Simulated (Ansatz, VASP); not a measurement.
**Two plane-wave programs on KGa4O10**

File INCAR:

```
ALGO = Normal
EDIFF = 1E-6
ENCUT = 520
GGA = PE
ISIF = 2
ISMEAR = 0
LASPH = T
LCHARG = F
LREAL = Auto
LWAVE = F
NBANDS = 74
NELM = 80
PREC = Accurate
SIGMA = 0.1
```

Contents of KPOINTS:

```
k-points
0
Gamma
  2 2 6
```

Contents of POSCAR:

```
KGa4O10
1.0
    8.4817883800      0.0000000000      0.0000000000
    0.0000000000      8.4817883800      0.0000000000
    0.0000000000      0.0000000000      3.5143654900
K Ga O
1 4 10
Direct
    0.0000000000      0.0000000000      0.5000000000
    0.2070418300      0.5000000000      0.0000000000
    0.7929581700      0.5000000000      0.0000000000
    0.5000000000      0.2070418300      0.0000000000
    0.5000000000      0.7929581700      0.0000000000
    0.2070418300      0.5000000000      0.5000000000
    0.0000000000      0.5000000000      0.0000000000
    0.3535209200      0.3535209200      0.0000000000
    0.3535209200      0.6464790800      0.0000000000
    0.7929581700      0.5000000000      0.5000000000
    0.6464790800      0.3535209200      0.0000000000
    0.6464790800      0.6464790800      0.0000000000
    0.5000000000      0.2070418300      0.5000000000
    0.5000000000      0.0000000000      0.0000000000
    0.5000000000      0.7929581700      0.5000000000
```

Input for Ansatz:

```yaml
crystal:
  lattice:
    - [8.48178838, 0.0, 0.0]
    - [0.0, 8.48178838, 0.0]
    - [0.0, 0.0, 3.51436549]
  atoms:
    - { symbol: K, position: [0.0, 0.0, 0.5] }
    - { symbol: Ga, position: [0.20704183, 0.5, 0.0] }
    - { symbol: Ga, position: [0.79295817, 0.5, 0.0] }
    - { symbol: Ga, position: [0.5, 0.20704183, 0.0] }
    - { symbol: Ga, position: [0.5, 0.79295817, 0.0] }
    - { symbol: O, position: [0.20704183, 0.5, 0.5] }
    - { symbol: O, position: [0.0, 0.5, 0.0] }
    - { symbol: O, position: [0.35352092, 0.35352092, 0.0] }
    - { symbol: O, position: [0.35352092, 0.64647908, 0.0] }
    - { symbol: O, position: [0.79295817, 0.5, 0.5] }
    - { symbol: O, position: [0.64647908, 0.35352092, 0.0] }
    - { symbol: O, position: [0.64647908, 0.64647908, 0.0] }
    - { symbol: O, position: [0.5, 0.20704183, 0.5] }
    - { symbol: O, position: [0.5, 0.0, 0.0] }
    - { symbol: O, position: [0.5, 0.79295817, 0.5] }
basis:
  ecutwfc: 420
kpoints:
  mp_grid: { grid: [2, 2, 6] }
hamiltonian:
  xc: pbe
scf:
  occupations: { method: gaussian, width: 0.1 }
  lower_state_search: "off"
output:
  forces: true
  stress: true
  eigenvalues: true
```

Alike in both runs: task single point; functional PBE; k mesh 2 × 2 × 6; occupations gaussian, width 0.1 eV; no spin polarisation.

```csv
,VASP,Ansatz
version,VASP 6.6.1,Ansatz 0.2.0
potentials or method,"VASP PAW PBE potentials, release 64 (K_sv, Ga_d, O), cutoff 520 eV","scalar-relativistic, plane waves, PAW"
valence electrons in the cell,121,121
```

|  | VASP | Ansatz | Ansatz less VASP |
| --- | --- | --- | --- |
| gap on the k mesh at the Fermi level (eV) | none | none | - |
| pressure (GPa) | 24.0 | 24.1 | +0.01 |
| traceless stress, the component that is largest in VASP (GPa) | 8.65 | 8.54 | -0.108 |
| rms of the force components (eV/Å) | 0.547 | 0.544 | -0.0028 |

Atom by atom the forces differ by 0.005 eV/Å (rms over components). A gap of «none» marks a metal or a gap that the smearing closes. The functional is the same, so the differences come from potentials, cutoffs and numerics.

The k mesh is coarse, so the values compare programs but aren't converged.
